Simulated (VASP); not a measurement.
# Ge (Pm-3m) in VASP: further runs

Runs on Ge. Level: PBE. Tasks: single point, relaxation of cell and atoms.

Program: VASP 6.6.1. These are calculated values, not measurements. Logs are shortened: lines on timing, memory, paths and dates and some standing lists are left out, and cuts for length are marked.

### Step 1. The cell of the first run

It takes space group Pm-3m (No. 221, cubic). Conventional cell: a = 2.709 Å, b = 2.709 Å, c = 2.709 Å, α = 90.00°, β = 90.00°, γ = 90.00°. Within 3.6 Å of Ge (site symmetry m-3m) lie 6 Ge at 2.71 Å.

### Step 2. Single point, PBE

File INCAR:

```
PREC = Accurate ; ENCUT = 520
EDIFF = 1E-6 ; ISMEAR = -1
SIGMA = 0.05 ; LREAL = False
LASPH = True ; NELM = 80
ALGO = Normal ; ISIF = 2
LWAVE = False ; LCHARG = False
GGA = PE ; NBANDS = 13
```

File KPOINTS:

```
regular mesh
0
Gamma
  7 7 7
```

File POSCAR:

```
Ge
1.0
    2.7087373089      0.0000000000      0.0000000000
    0.0000000000      2.7087373089      0.0000000000
    0.0000000000      0.0000000000      2.7087373089
Ge
1
Direct
    0.0000000000      0.0000000000      0.0000000000
```

Potentials or basis: VASP PAW PBE potentials, release 64 (Ge_d).

On the command line:

```bash
$ cat potpaw_PBE.64/Ge_d/POTCAR > POTCAR
$ mpirun -np 1 vasp_std > vasp.out
```

OUTCAR:

```text
PREC = Accurate
   ENCUT = 520
   EDIFF = 1E-6
   ISMEAR = -1
   LREAL = False
   LASPH = True
   NELM = 80
   ISIF = 2
   GGA = PE

 ion  position               nearest neighbor table
   1  0.000  0.000  0.000-

  LATTYP: Found a simple cubic cell.
 ALAT       =     2.7087373089

  Lattice vectors:

 A1 = (   2.7087373089,   0.0000000000,   0.0000000000)
 A2 = (   0.0000000000,   2.7087373089,   0.0000000000)
 A3 = (   0.0000000000,   0.0000000000,   2.7087373089)

Analysis of symmetry for initial positions (statically):
=====================================================================
 Subroutine PRICEL returns:
 Original cell was already a primitive cell.

 Routine SETGRP: Setting up the symmetry group for a
 simple cubic supercell.

 Subroutine GETGRP returns: Found 48 space group operations
 (whereof 48 operations were pure point group operations)
 out of a pool of 48 trial point group operations.

The static configuration has the point symmetry O_h .

Analysis of symmetry for dynamics (positions and initial velocities):
=====================================================================
 Subroutine PRICEL returns:
 Original cell was already a primitive cell.

 Routine SETGRP: Setting up the symmetry group for a
 simple cubic supercell.

 Subroutine GETGRP returns: Found 48 space group operations
 (whereof 48 operations were pure point group operations)
 out of a pool of 48 trial point group operations.

The dynamic configuration has the point symmetry O_h .

 Subroutine INISYM returns: Found 48 space group operations
 (whereof 48 operations are pure point group operations),
 and found     1 'primitive' translations

----------------------------------------------------------------------------------------

                                     Primitive cell

  volume of cell :      19.8747

  direct lattice vectors                    reciprocal lattice vectors
     2.708737309  0.000000000  0.000000000     0.369175703  0.000000000  0.000000000
     0.000000000  2.708737309  0.000000000     0.000000000  0.369175703  0.000000000
     0.000000000  0.000000000  2.708737309     0.000000000  0.000000000  0.369175703

  length of vectors
     2.708737309  2.708737309  2.708737309     0.369175703  0.369175703  0.369175703

  position of ions in fractional coordinates (direct lattice)
     0.000000000  0.000000000  0.000000000

  ion indices of the primitive-cell ions
   primitive index   ion index
                 1           1

----------------------------------------------------------------------------------------

 KPOINTS: regular mesh

Automatic generation of k-mesh.
 Grid dimensions read from file:
 generate k-points for:    7    7    7

 Generating k-lattice:

  Cartesian coordinates                     Fractional coordinates (reciprocal lattice)
     0.052739386  0.000000000  0.000000000     0.142857143  0.000000000  0.000000000
     0.000000000  0.052739386  0.000000000     0.000000000  0.142857143  0.000000000
     0.000000000  0.000000000  0.052739386     0.000000000  0.000000000  0.142857143

  Length of vectors
     0.052739386  0.052739386  0.052739386

  Shift w.r.t. Gamma in fractional coordinates (k-lattice)
     0.000000000  0.000000000  0.000000000

 Subroutine IBZKPT returns following result:
 ===========================================

 Found     20 irreducible k-points:

 Following reciprocal coordinates:
            Coordinates               Weight
  0.000000  0.000000  0.000000      1.000000
  0.142857  0.000000  0.000000      6.000000
  0.285714  0.000000  0.000000      6.000000
  0.428571  0.000000  0.000000      6.000000
  0.142857  0.142857  0.000000     12.000000
  0.285714  0.142857  0.000000     24.000000
[... 12 lines left out ...]
  0.428571  0.428571  0.285714     24.000000
  0.428571  0.428571  0.428571      8.000000
   k-points           NKPTS =     20   k-points in BZ     NKDIM =     20   number of bands    NBANDS=     13
   number of dos      NEDOS =    301   number of ions     NIONS =      1
   total plane-waves  NPLWV =   8000
   dimension x,y,z NGX =    20 NGY =   20 NGZ =   20
   dimension x,y,z NGXF=    40 NGYF=   40 NGZF=   40
   ions per type =               1
   NGX,Y,Z   is equivalent  to a cutoff of  12.27, 12.27, 12.27 a.u.
   NGXF,Y,Z  is equivalent  to a cutoff of  24.55, 24.55, 24.55 a.u.
 SYSTEM =  unknown system
   PREC   = accura    normal or accurate (medium, high low for compatibility)
   ISTART =      0    job   : 0-new  1-cont  2-samecut
   ICHARG =      2    charge: 1-file 2-atom 10-const
   ISPIN  =      1    spin polarized calculation?
   LNONCOLLINEAR =      F non collinear calculations
   LSORBIT =      F    spin-orbit coupling
   LASPH  =      T    aspherical Exc in radial PAW
   ENCUT  =  520.0 eV  38.22 Ry    6.18 a.u.   5.04  5.04  5.04*2*pi/ulx,y,z
   NELM   =     80;   NELMIN=  2; NELMDL= -5     # of ELM steps
   EDIFF  = 0.1E-05   stopping-criterion for ELM
   LREAL  =      F    real-space projection
   EDIFFG = 0.1E-04   stopping-criterion for IOM
   NSW    =      0    number of steps for IOM
   IBRION =     -1    ionic relax: 0-MD 1-quasi-New 2-CG
   NFREE  =      0    steps in history (QN), initial steepest desc. (CG)
   ISIF   =      2    stress and relaxation
   ISYM   =      2    0-nonsym 1-usesym 2-fastsym
   POTIM  = 0.5000    time-step for ionic-motion
   TEBEG  =    0.0;   TEEND  =   0.0 temperature during run
   PSTRESS=    0.0 pullay stress
   NELECT =      14.0000    total number of electrons
   NUPDOWN=      -1.0000    fix difference up-down
   EMIN   =  10.00;   EMAX   =-10.00  energy-range for DOS
   EFERMI =   0.00;   METHOD = LEGACY
   ISMEAR =    -1;   SIGMA  =   0.05  broadening in eV -4-tet -1-fermi 0-gaus
   EFERMI_NEDOS =   21; number of points for ismear=-14 and -15
   IALGO  =     38    algorithm
   IMIX   =      4    mixing-type and parameters
     AMIX     =   0.40;   BMIX     =  1.00
     AMIX_MAG =   1.60;   BMIX_MAG =  1.00
  volume/ion in A,a.u.               =      19.87       134.12
  Fermi-wavevector in a.u.,A,eV,Ry     =   1.456635  2.752640 28.868629  2.121784
  Thomas-Fermi vector in A             =   2.573530
   LORBIT       =      0    0 simple, 1 ext, 2 COOP (PROOUT), +10 PAW based schemes
   GGA     = PE    functional components
   LHFCALC =     F    Hartree Fock is set to
   AEXX    =    0.0000 exact exchange contribution
   IVDW    =     0    specifies the selected vdW correction
   LEPSILON=     F    determine dielectric tensor
   LRPA    =     F    only Hartree local field effects (RPA)
 non-spin polarized calculation
  energy-cutoff  :      520.00
  volume of cell :       19.87
 maximum number of plane-waves:       541
   NGX = 11   NGY = 11   NGZ = 11

 number of electron      13.9999967 magnetization

 Free energy of the ion-electron system (eV)
  ---------------------------------------------------
  ext. energy  EPLUGINS =         0.00000000
  ---------------------------------------------------
  free energy    TOTEN  =        -4.28044715 eV

  energy without entropy =       -4.27578326  energy(sigma->0) =       -4.27811520

 E-fermi :   5.7713     XC(G=0): -10.9201

 val. band max:        5.5339212503   @ k =   0.4286   0.4286   0.2857
 cond. band min:       5.8134241934   @ k =   0.2857   0.2857   0.1429
 fundamental gap:      0.2795029431
 Fermi energy:         5.7712686536

 k-point     1 :       0.0000    0.0000    0.0000
  band No.  band energies     occupation
      1     -18.7389      2.00000
      2     -18.7389      2.00000
      3     -18.4944      2.00000
      4     -18.4944      2.00000
      5     -18.4944      2.00000
      6      -6.8106      2.00000
      7      12.5332      0.00000
      8      12.5332      0.00000
      9      12.5332      0.00000
     10      15.9650      0.00000
     11      15.9650      0.00000
     12      18.3934      0.00000
     13      34.5749      0.00000

 k-point     2 :       0.1429    0.0000    0.0000
  band No.  band energies     occupation
      1     -18.7363      2.00000
      2     -18.7027      2.00000
      3     -18.5064      2.00000
      4     -18.5064      2.00000
      5     -18.4934      2.00000
      6      -6.4122      2.00000
      7       8.7915      0.00000
      8      12.9120      0.00000
      9      12.9120      0.00000
     10      16.3198      0.00000
     11      17.7897      0.00000
     12      21.3283      0.00000
     13      29.6932      0.00000

 k-point     3 :       0.2857    0.0000    0.0000
  band No.  band energies     occupation
      1     -18.7307      2.00000
      2     -18.6218      2.00000
      3     -18.5334      2.00000
      4     -18.5334      2.00000
      5     -18.4911      2.00000
      6      -5.2400      2.00000
      7       4.3904      2.00000
      8      13.9508      0.00000
      9      13.9508      0.00000
     10      17.3543      0.00000
     11      18.9816      0.00000
     12      25.4733      0.00000
     13      25.4733      0.00000
[... 241 lines left out ...]
 k-point    19 :       0.4286    0.4286    0.2857
  band No.  band energies     occupation
      1     -18.6331      2.00000
      2     -18.6002      2.00000
      3     -18.5996      2.00000
      4     -18.5064      2.00000
      5     -18.4340      2.00000
      6       1.3264      2.00000
      7       5.0489      2.00000
      8       5.5339      1.98279
      9      10.4837      0.00000
     10      11.6153      0.00000
     11      16.0852      0.00000
     12      16.2617      0.00000
     13      20.7732      0.00000

 k-point    20 :       0.4286    0.4286    0.4286
  band No.  band energies     occupation
      1     -18.6292      2.00000
      2     -18.6281      2.00000
      3     -18.6281      2.00000
      4     -18.4325      2.00000
      5     -18.4325      2.00000
      6       3.1334      2.00000
      7       6.2611      0.00011
      8       6.2611      0.00011
      9       7.6735      0.00000
     10      12.8646      0.00000
     11      13.4627      0.00000
     12      13.4627      0.00000
     13      17.5418      0.00000

------------------------ aborting loop because EDIFF is reached ----------------------------------------

  FORCE on cell =-STRESS in cart. coord.  units (eV):
  Direction    XX          YY          ZZ          XY          YZ          ZX
  --------------------------------------------------------------------------------------
  -------------------------------------------------------------------------------------
  Total       -0.0120199     -0.0120199     -0.0120199     -0.0000000      0.0000000      0.0000000
  in kB       -0.9689731     -0.9689731     -0.9689731     -0.0000000      0.0000000      0.0000000
  external PRESSURE =      -0.9689731 kB  Pullay stress =       0.0000000 kB

 VOLUME and BASIS-vectors are now :
 -----------------------------------------------------------------------------
  energy-cutoff  :      520.00
  volume of cell :       19.87
      direct lattice vectors                 reciprocal lattice vectors
     2.708737309  0.000000000  0.000000000     0.369175703  0.000000000  0.000000000
     0.000000000  2.708737309  0.000000000     0.000000000  0.369175703  0.000000000
     0.000000000  0.000000000  2.708737309     0.000000000  0.000000000  0.369175703

 POSITION                                       TOTAL-FORCE (eV/Angst)
 -----------------------------------------------------------------------------------
      0.00000      0.00000      0.00000         0.000000      0.000000      0.000000
 -----------------------------------------------------------------------------------
    total drift:                                0.000000      0.000000      0.000000

  FREE ENERGIE OF THE ION-ELECTRON SYSTEM (eV)
  ---------------------------------------------------
  free  energy   TOTEN  =        -4.2804471466 eV

  energy  without entropy=       -4.2757832589  energy(sigma->0) =       -4.27811520
```

Wall time 2.3 s (1 thread of Intel Xeon 6975P-C (Granite Rapids), shared host); peak memory 0.12 GiB.

Results:

| Quantity | Value |
| --- | --- |
| Free energy | -4.2804 eV |
| Pressure | -0.1 GPa |
| Band gap on the k mesh | zero (band 7 reaches 12.53 eV, above the bottom of band 8 at 4.13 eV) |

### Step 3. Single point, PBE

This run uses another cell than the first one, of 20.23 Å³/atom, 1.018 times its volume.

File INCAR:

```
SYSTEM = Ge
PREC = Accurate ; ENCUT = 520
EDIFF = 1E-7 ; ISMEAR = -1
SIGMA = 0.05 ; LREAL = .False.
LASPH = .True. ; NELM = 100
ALGO = Normal ; ISIF = 2
LWAVE = .False. ; LCHARG = .True.
GGA = PE ; LELF = .True.
LVHAR = .True. ; NBANDS = 13
```

File KPOINTS:

```
Automatic mesh
0
Gamma
  8 8 8
  0 0 0
```

File POSCAR:

```
Ge
1.0
    2.7247406073      0.0000000000      0.0000000000
    0.0000000000      2.7247406073      0.0000000000
    0.0000000000      0.0000000000      2.7247406073
Ge
1
Direct
    0.0000000000      0.0000000000      0.0000000000
```

Potentials or basis: VASP PAW PBE potentials, release 64 (Ge_d).

On the command line:

```bash
$ cat potpaw_PBE.64/Ge_d/POTCAR > POTCAR
$ mpirun -np 1 vasp_std > vasp.out
```

It took 3.2 s on 1 thread of Intel Xeon 6975P-C (Granite Rapids), shared host; peak memory 0.12 GiB.

The run converged. Its results:

| Quantity | Value |
| --- | --- |
| Free energy | -4.2352 eV |
| Pressure | -0.1 GPa |
| Band gap on the k mesh | zero (band 7 reaches 12.26 eV, above the bottom of band 8 at 3.29 eV) |

Levels at points of the mesh, in eV from the Fermi level:
```
           k point  band 3  band 4  band 5  band 6  band 7  band 8  band 9  band 10  band 11  band 12
(0.00, 0.00, 0.00)  -24.40  -24.40  -24.40  -12.59    6.51    6.51    6.51     9.98     9.98    12.28
(0.50, 0.00, 0.00)  -24.46  -24.45  -24.39   -8.96   -5.46    9.30    9.30    13.13    15.07    16.19
(0.50, 0.50, 0.00)  -24.45  -24.45  -24.33   -5.11   -2.46   -2.46    3.23    12.02    19.20    19.20
(0.50, 0.50, 0.50)  -24.53  -24.32  -24.32   -0.69    0.34    0.34    0.34     6.89     6.89     6.89
```

[end of part 1 of 2]
